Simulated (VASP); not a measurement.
# RbW2 (P6/mmm) in VASP: a series of runs, part 2 of 2

VASP 6.6.1. The steps go on from the part before.

## Step 3: Single point, PBE

This run uses another cell than the first one, of 31.58 Å³/atom.

Input file INCAR:

```
PREC     = Accurate       # precision mode
ENCUT    = 520            # plane-wave cutoff, eV
EDIFF    = 1E-6           # SCF threshold, eV
ISMEAR   = 0              # smearing method
SIGMA    = 0.1            # smearing width, eV
LREAL    = F              # projectors in reciprocal space
LASPH    = T              # aspherical terms in the spheres
NELM     = 60             # most SCF steps
ALGO     = Normal         # electronic algorithm
ISIF     = 2              # what is computed and relaxed
LWAVE    = F              # write WAVECAR
LCHARG   = T              # write CHGCAR
GGA      = PE             # functional
LELF     = T              # ELF
LVHAR    = T            
NBANDS   = 26             # bands
```

Input file KPOINTS:

```
regular mesh
0
Gamma
  6 6 4
```

Input file POSCAR:

```
RbW2
1.0
    4.2009365467      0.0000000000      0.0000000000
   -2.1004682733      3.6381177691      0.0000000000
    0.0000000000      0.0000000000      6.1991534578
Rb W
1 2
Direct
    0.0000000000      0.0000000000      0.0000000000
    0.3333333333      0.6666666667      0.5000000000
    0.6666666667      0.3333333333      0.5000000000
```

Potentials or basis: VASP PAW PBE potentials, release 64 (Rb_sv, W_sv).

Started as:

```
cat potpaw_PBE.64/Rb_sv/POTCAR potpaw_PBE.64/W_sv/POTCAR > POTCAR
mpirun -np 1 vasp_std > vasp.out
```

OUTCAR:

```text
PREC = Accurate
   ENCUT = 520
   EDIFF = 1E-6
   ISMEAR = 0
   LREAL = F
   LASPH = T
   NELM = 60
   ISIF = 2
   GGA = PE

 ion  position               nearest neighbor table
   1  0.000  0.000  0.000-   2 3.94   3 3.94   2 3.94   3 3.94   2 3.94   2 3.94   3 3.94   3 3.94
                             3 3.94   3 3.94   2 3.94   2 3.94
   2  0.333  0.667  0.500-   3 2.43   3 2.43   3 2.43   1 3.94   1 3.94   1 3.94   1 3.94   1 3.94
                             1 3.94
   3  0.667  0.333  0.500-   2 2.43   2 2.43   2 2.43   1 3.94   1 3.94   1 3.94   1 3.94   1 3.94
                             1 3.94

  LATTYP: Found a hexagonal cell.
 ALAT       =     4.2009365467
 C/A-ratio  =     1.4756598651

  Lattice vectors:

 A1 = (   4.2009365467,   0.0000000000,   0.0000000000)
 A2 = (  -2.1004682733,   3.6381177691,   0.0000000000)
 A3 = (   0.0000000000,   0.0000000000,   6.1991534578)

Analysis of symmetry for initial positions (statically):
=====================================================================
 Subroutine PRICEL returns:
 Original cell was already a primitive cell.

 Routine SETGRP: Setting up the symmetry group for a
 hexagonal supercell.

 Subroutine GETGRP returns: Found 24 space group operations
 (whereof 24 operations were pure point group operations)
 out of a pool of 24 trial point group operations.

The static configuration has the point symmetry D_6h.

Analysis of symmetry for dynamics (positions and initial velocities):
=====================================================================
 Subroutine PRICEL returns:
 Original cell was already a primitive cell.

 Routine SETGRP: Setting up the symmetry group for a
 hexagonal supercell.

 Subroutine GETGRP returns: Found 24 space group operations
 (whereof 24 operations were pure point group operations)
 out of a pool of 24 trial point group operations.

The dynamic configuration has the point symmetry D_6h.

 Subroutine INISYM returns: Found 24 space group operations
 (whereof 24 operations are pure point group operations),
 and found     1 'primitive' translations

----------------------------------------------------------------------------------------

                                     Primitive cell

  volume of cell :      94.7448

  direct lattice vectors                    reciprocal lattice vectors
     4.200936547  0.000000000  0.000000000     0.238042158  0.137433704  0.000000000
    -2.100468273  3.638117769  0.000000000     0.000000000  0.274867408  0.000000000
     0.000000000  0.000000000  6.199153458     0.000000000  0.000000000  0.161312348

  length of vectors
     4.200936547  4.200936547  6.199153458     0.274867408  0.274867408  0.161312348

  position of ions in fractional coordinates (direct lattice)
     0.000000000  0.000000000  0.000000000
     0.333333333  0.666666667  0.500000000
     0.666666667  0.333333333  0.500000000

  ion indices of the primitive-cell ions
   primitive index   ion index
                 1           1
                 2           2
                 3           3

----------------------------------------------------------------------------------------

 KPOINTS: regular mesh

Automatic generation of k-mesh.
 Grid dimensions read from file:
 generate k-points for:    6    6    4

 Generating k-lattice:

  Cartesian coordinates                     Fractional coordinates (reciprocal lattice)
     0.039673693  0.022905617  0.000000000     0.166666667  0.000000000  0.000000000
     0.000000000  0.045811235  0.000000000     0.000000000  0.166666667  0.000000000
     0.000000000  0.000000000  0.040328087     0.000000000  0.000000000  0.250000000

  Length of vectors
     0.045811235  0.045811235  0.040328087

  Shift w.r.t. Gamma in fractional coordinates (k-lattice)
     0.000000000  0.000000000  0.000000000

 Subroutine IBZKPT returns following result:
 ===========================================

 Found     21 irreducible k-points:

 Following reciprocal coordinates:
            Coordinates               Weight
  0.000000  0.000000  0.000000      1.000000
  0.166667  0.000000  0.000000      6.000000
  0.333333  0.000000  0.000000      6.000000
  0.500000  0.000000  0.000000      3.000000
  0.166667  0.166667  0.000000      6.000000
  0.333333  0.166667  0.000000     12.000000
[... 13 lines left out ...]
  0.333333  0.166667  0.500000     12.000000
  0.333333  0.333333  0.500000      2.000000
   k-points           NKPTS =     21   k-points in BZ     NKDIM =     21   number of bands    NBANDS=     26
   number of dos      NEDOS =    301   number of ions     NIONS =      3
   total plane-waves  NPLWV =  49152
   dimension x,y,z NGX =    32 NGY =   32 NGZ =   48
   dimension x,y,z NGXF=    64 NGYF=   64 NGZF=   96
   ions per type =               1   2
   NGX,Y,Z   is equivalent  to a cutoff of  12.66, 12.66, 12.87 a.u.
   NGXF,Y,Z  is equivalent  to a cutoff of  25.33, 25.33, 25.74 a.u.
 SYSTEM =  unknown system
   PREC   = accura    normal or accurate (medium, high low for compatibility)
   ISTART =      0    job   : 0-new  1-cont  2-samecut
   ICHARG =      2    charge: 1-file 2-atom 10-const
   ISPIN  =      1    spin polarized calculation?
   LNONCOLLINEAR =      F non collinear calculations
   LSORBIT =      F    spin-orbit coupling
   LASPH  =      T    aspherical Exc in radial PAW
   ENCUT  =  520.0 eV  38.22 Ry    6.18 a.u.   7.81  7.81 11.53*2*pi/ulx,y,z
   NELM   =     60;   NELMIN=  2; NELMDL= -5     # of ELM steps
   EDIFF  = 0.1E-05   stopping-criterion for ELM
   LREAL  =      F    real-space projection
   EDIFFG = 0.1E-04   stopping-criterion for IOM
   NSW    =      0    number of steps for IOM
   IBRION =     -1    ionic relax: 0-MD 1-quasi-New 2-CG
   NFREE  =      0    steps in history (QN), initial steepest desc. (CG)
   ISIF   =      2    stress and relaxation
   ISYM   =      2    0-nonsym 1-usesym 2-fastsym
   POTIM  = 0.5000    time-step for ionic-motion
   TEBEG  =    0.0;   TEEND  =   0.0 temperature during run
   PSTRESS=    0.0 pullay stress
   NELECT =      37.0000    total number of electrons
   NUPDOWN=      -1.0000    fix difference up-down
   EMIN   =  10.00;   EMAX   =-10.00  energy-range for DOS
   EFERMI =   0.00;   METHOD = LEGACY
   ISMEAR =     0;   SIGMA  =   0.10  broadening in eV -4-tet -1-fermi 0-gaus
   EFERMI_NEDOS =   21; number of points for ismear=-14 and -15
   IALGO  =     38    algorithm
   IMIX   =      4    mixing-type and parameters
     AMIX     =   0.40;   BMIX     =  1.00
     AMIX_MAG =   1.60;   BMIX_MAG =  1.00
  volume/ion in A,a.u.               =      31.58       213.12
  Fermi-wavevector in a.u.,A,eV,Ry     =   1.196622  2.261288 19.482240  1.431904
  Thomas-Fermi vector in A             =   2.332558
   LORBIT       =      0    0 simple, 1 ext, 2 COOP (PROOUT), +10 PAW based schemes
   GGA     = PE    functional components
   LHFCALC =     F    Hartree Fock is set to
   AEXX    =    0.0000 exact exchange contribution
   IVDW    =     0    specifies the selected vdW correction
   LEPSILON=     F    determine dielectric tensor
   LRPA    =     F    only Hartree local field effects (RPA)
 non-spin polarized calculation
 Gauss-broadening in eV      SIGMA  =   0.10
  energy-cutoff  :      520.00
  volume of cell :       94.74
 maximum number of plane-waves:      2573
 NGX is ok and might be reduce to    32
   NGX = 15   NGY = 15   NGZ = 23

 number of electron      37.0000008 magnetization

 Free energy of the ion-electron system (eV)
  ---------------------------------------------------
  ext. energy  EPLUGINS =         0.00000000
  ---------------------------------------------------
  free energy    TOTEN  =       -20.92369966 eV

  energy without entropy =      -20.89563363  energy(sigma->0) =      -20.90966664

 E-fermi :   3.1890     XC(G=0):  -9.1488

 val. band max:        3.1758504381   @ k =   0.3333   0.1667   0.2500
 cond. band min:       3.2266132957   @ k =   0.1667   0.1667   0.2500
 fundamental gap:      0.0507628577
 Fermi energy:         3.1889658170

 k-point     1 :       0.0000    0.0000    0.0000
  band No.  band energies     occupation
      1     -70.0101      2.00000
      2     -69.6413      2.00000
      3     -34.9682      2.00000
      4     -34.9682      2.00000
      5     -34.3303      2.00000
      6     -33.8739      2.00000
[... 18 lines left out ...]
     25       6.1678      0.00000
     26       8.7224      0.00000
[... 557 lines left out ...]
      4     -34.1739      2.00000
      5     -34.1739      2.00000
      6     -34.1049      2.00000
[... 18 lines left out ...]
     25       6.8400      0.00000
     26       7.9066      0.00000

------------------------ aborting loop because EDIFF is reached ----------------------------------------

  FORCE on cell =-STRESS in cart. coord.  units (eV):
  Direction    XX          YY          ZZ          XY          YZ          ZX
  --------------------------------------------------------------------------------------
  -------------------------------------------------------------------------------------
  Total        0.2870440      0.2870440      0.0492146      0.0000000      0.0000000      0.0000000
  in kB        4.8540442      4.8540442      0.8322420      0.0000000      0.0000000      0.0000000
  external PRESSURE =       3.5134434 kB  Pullay stress =       0.0000000 kB

 VOLUME and BASIS-vectors are now :
 -----------------------------------------------------------------------------
  energy-cutoff  :      520.00
  volume of cell :       94.74
      direct lattice vectors                 reciprocal lattice vectors
     4.200936547  0.000000000  0.000000000     0.238042158  0.137433704  0.000000000
    -2.100468273  3.638117769  0.000000000     0.000000000  0.274867408  0.000000000
     0.000000000  0.000000000  6.199153458     0.000000000  0.000000000  0.161312348

 POSITION                                       TOTAL-FORCE (eV/Angst)
 -----------------------------------------------------------------------------------
      0.00000      0.00000      0.00000        -0.000000     -0.000000      0.000000
     -0.00000      2.42541      3.09958        -0.000000      0.000000      0.000000
      2.10047      1.21271      3.09958         0.000000     -0.000000      0.000000
 -----------------------------------------------------------------------------------
    total drift:                                0.000000      0.000000     -0.000000

  FREE ENERGIE OF THE ION-ELECTRON SYSTEM (eV)
  ---------------------------------------------------
  free  energy   TOTEN  =       -20.9236996581 eV

  energy  without entropy=      -20.8956336293  energy(sigma->0) =      -20.90966664
```

Run time: 23 s. Hardware: 1 thread of AMD EPYC 9R45 (Zen 5), shared host; peak memory 0.2 GiB.

Results:

```
Free energy            : -20.9237 eV
Pressure               : 0.4 GPa
Band gap on the k mesh : zero (an odd number of electrons rules out a gap without spin polarisation)
```

Caveat: spin-orbit coupling is left out, which moves the levels of the heavy elements.

## Step 4: Relaxation of cell and atoms, PBE

Input file INCAR:

```
SYSTEM = RbW2
PREC = Accurate ; ENCUT = 600
EDIFF = 1E-7 ; ISMEAR = 0
SIGMA = 0.1 ; LREAL = .False.
LASPH = .True. ; NELM = 100
ALGO = Normal ; ISIF = 3
LWAVE = .False. ; LCHARG = .False.
GGA = PE ; IBRION = 2
NSW = 90 ; EDIFFG = -0.04
```

Input file KPOINTS:

```
Automatic mesh
0
Gamma
  6 6 4
  0 0 0
```

Input file POSCAR:

```
RbW2
1.0
    4.1845046514      0.0000000000      0.0000000000
   -2.0922523257      3.6238873304      0.0000000000
    0.0000000000      0.0000000000      4.5181528628
Rb W
1 2
Direct
    0.0000000000      0.0000000000      0.0000000000
    0.3333333333      0.6666666667      0.5000000000
    0.6666666667      0.3333333333      0.5000000000
```

Potentials or basis: VASP PAW PBE potentials, release 64 (Rb_sv, W_sv).

Started as:

```
cat potpaw_PBE.64/Rb_sv/POTCAR potpaw_PBE.64/W_sv/POTCAR > POTCAR
mpirun -np 1 vasp_std > vasp.out
```

OUTCAR:

```text
SYSTEM = RbW2
   PREC = Accurate
   ENCUT = 600
   EDIFF = 1E-7
   ISMEAR = 0
   LREAL = .False.
   LASPH = .True.
   NELM = 100
   ISIF = 3
   GGA = PE
   IBRION = 2
   NSW = 90
   EDIFFG = -0.04

 ion  position               nearest neighbor table
   1  0.000  0.000  0.000-   2 3.31   3 3.31   2 3.31   3 3.31   3 3.31   3 3.31   2 3.31   2 3.31
                             3 3.31   3 3.31   2 3.31   2 3.31
   2  0.333  0.667  0.500-   3 2.42   3 2.42   3 2.42   1 3.31   1 3.31   1 3.31   1 3.31   1 3.31
                             1 3.31
   3  0.667  0.333  0.500-   2 2.42   2 2.42   2 2.42   1 3.31   1 3.31   1 3.31   1 3.31   1 3.31
                             1 3.31

  LATTYP: Found a hexagonal cell.
 ALAT       =     4.1845046514
 C/A-ratio  =     1.0797342193

  Lattice vectors:

 A1 = (   4.1845046514,   0.0000000000,   0.0000000000)
 A2 = (  -2.0922523257,   3.6238873304,   0.0000000000)
 A3 = (   0.0000000000,   0.0000000000,   4.5181528628)

[... 166 lines left out ...]
 number of electron      36.9999999 magnetization

 Free energy of the ion-electron system (eV)
  ---------------------------------------------------
  ext. energy  EPLUGINS =         0.00000000
  ---------------------------------------------------
  free energy    TOTEN  =       -19.60425349 eV

  energy without entropy =      -19.59077960  energy(sigma->0) =      -19.59751654

 E-fermi :   5.5016     XC(G=0): -10.8659

 val. band max:        5.4553415536   @ k =   0.1667   0.1667   0.5000
 cond. band min:       5.5523596129   @ k =   0.3333   0.3333   0.5000
 fundamental gap:      0.0970180593
 Fermi energy:         5.5015990303
[... 1313 lines left out ...]
--------------------------------------- Ionic step        8  -------------------------------------------

 number of electron      36.9999990 magnetization

 Free energy of the ion-electron system (eV)
  ---------------------------------------------------
  ext. energy  EPLUGINS =         0.00000000
  ---------------------------------------------------
  free energy    TOTEN  =       -20.91585857 eV

  energy without entropy =      -20.88798223  energy(sigma->0) =      -20.90192040

 E-fermi :   3.1607     XC(G=0):  -9.1308

 val. band max:        3.1468982284   @ k =   0.3333   0.1667   0.2500
 cond. band min:       3.2001194157   @ k =   0.1667   0.1667   0.2500
 fundamental gap:      0.0532211873
 Fermi energy:         3.1607296902
[... 553 lines left out ...]
  FREE ENERGIE OF THE ION-ELECTRON SYSTEM (eV)
  ---------------------------------------------------
  free  energy   TOTEN  =       -20.9158585698 eV

  energy  without entropy=      -20.8879822261  energy(sigma->0) =      -20.90192040

 reached required accuracy - stopping structural energy minimisation
```

OSZICAR:

```text
N       E                     dE             d eps       ncg     rms          rms(c)
DAV:   1     0.428711096564E+03    0.42871E+03   -0.23939E+04   940   0.196E+03
DAV:   2     0.162553547602E+01   -0.42709E+03   -0.42062E+03  1050   0.525E+02
DAV:   3    -0.193063611107E+02   -0.20932E+02   -0.20702E+02  1186   0.108E+02
DAV:   4    -0.200111258792E+02   -0.70476E+00   -0.70096E+00  1406   0.179E+01
[... 96 lines left out ...]
DAV:   7    -0.209158630280E+02    0.39639E-04   -0.22914E-04  1230   0.960E-02    0.170E-02
DAV:   8    -0.209158587416E+02    0.42864E-05   -0.16676E-05  1124   0.197E-02    0.917E-03
DAV:   9    -0.209158584408E+02    0.30076E-06   -0.33058E-06   970   0.898E-03    0.148E-03
DAV:  10    -0.209158585840E+02   -0.14314E-06   -0.23629E-07   854   0.289E-03    0.487E-04
DAV:  11    -0.209158585698E+02    0.14195E-07   -0.20035E-08   486   0.101E-03
   8 F= -.20915859E+02 E0= -.20901920E+02  d E =-.311641E-01
```

CONTCAR:

```text
RbW2
   1.00000000000000
     4.2087147797941018   -0.0000000000000000    0.0000000000000000
    -2.1043573898970509    3.6448539166175560   -0.0000000000000000
    -0.0000000000000000    0.0000000000000000    6.2030181691089501
  Rb              W
     1     2
Direct
     0.0000000000000000    0.0000000000000000    0.0000000000000000
     0.3333333332999970    0.6666666667000030    0.5000000000000000
     0.6666666667000030    0.3333333332999970    0.5000000000000000

  0.00000000E+00  0.00000000E+00  0.00000000E+00
  0.00000000E+00  0.00000000E+00  0.00000000E+00
  0.00000000E+00  0.00000000E+00  0.00000000E+00
```

Wall time 2.5 min (1 thread of AMD EPYC 9R45 (Zen 5), shared host); peak memory 0.2 GiB.

What came out:

- Free energy: -20.9159 eV
- Relaxed volume: 31.72 Å³/atom
- Relaxed cell: a = 4.209 Å, b = 4.209 Å, c = 6.203 Å, α = 90.00°, β = 90.00°, γ = 120.00°
- Space group after relaxing (to 0.1 Å): P6/mmm (No. 191)
- Energy gained by relaxing: 437.2 meV/atom
- Ionic steps: 8
- Pressure after relaxing: 0.0 GPa
- Band gap on the k mesh: zero (an odd number of electrons rules out a gap without spin polarisation)

Stress tensor (GPa, compression positive):
```
 0.04  0.00  0.00
 0.00  0.04  0.00
 0.00  0.00 -0.07
```

Step by step:
```tsv
step	energy change (eV)	largest force (eV/Å)	pressure (GPa)	volume (Å³)
1	0.0000	0.0000	15.15	68.51
2	-0.4296	0.0000	-6.06	92.20
3	-0.5897	0.0000	-0.97	82.66
4	-0.9898	0.0000	-0.36	85.82
5	-1.2254	0.0000	4.43	91.33
6	-1.2804	0.0000	2.64	90.15
7	-1.2755	0.0000	-2.35	100.95
8	-1.3116	0.0000	0.01	95.16
```

Final structure:
```cif
data_structure
_symmetry_space_group_name_H-M 'P 1'
_symmetry_Int_Tables_number 1
_cell_length_a 4.2087
_cell_length_b 4.2087
_cell_length_c 6.2030
_cell_angle_alpha 90.000
_cell_angle_beta 90.000
_cell_angle_gamma 120.000
_cell_volume 95.16
loop_
_atom_site_label
_atom_site_type_symbol
_atom_site_fract_x
_atom_site_fract_y
_atom_site_fract_z
_atom_site_occupancy
Rb1 Rb 0.00000 0.00000 0.00000 1
W1 W 0.33333 0.66667 0.50000 1
W2 W 0.66667 0.33333 0.50000 1
```

Caveat: the volume moved by over 15 % at a fixed basis, so the end points are rough; spin-orbit coupling is left out, which moves the levels of the heavy elements.

## Step 5: Summary

| task | cell | cutoff (eV) | gap on the mesh (eV) | pressure (GPa) |
| --- | --- | --- | --- | --- |
| single point | a = 4.185, b = 4.185, c = 4.518 Å, angles 90.0, 90.0, 120.0°, 3 atoms | 520 | none | 15.1 |
| single point | a = 4.201, b = 4.201, c = 6.199 Å, angles 90.0, 90.0, 120.0°, 3 atoms | 520 | none | 0.4 |
| relaxation of cell and atoms | relaxed from a = 4.185, b = 4.185, c = 4.518 Å, angles 90.0, 90.0, 120.0°, 3 atoms | 600 | none | 0.0 |

Alike in all rows: level PBE; potentials or basis VASP PAW PBE potentials, release 64 (Rb_sv, W_sv); no spin polarisation; k mesh 6 × 6 × 4; smearing gaussian 0.1 eV.

Caveats: spin-orbit coupling is left out, which moves the levels of the heavy elements; the stress differs along the axes, from 13 to 19 GPa (at least some runs); the volume moved by over 15 % at a fixed basis, so the end points are rough (at least some runs).

Absolute energies hang on the potentials; compare differences alone.

The gap in the log of VASP goes by the Fermi energy; the results here count the filled bands.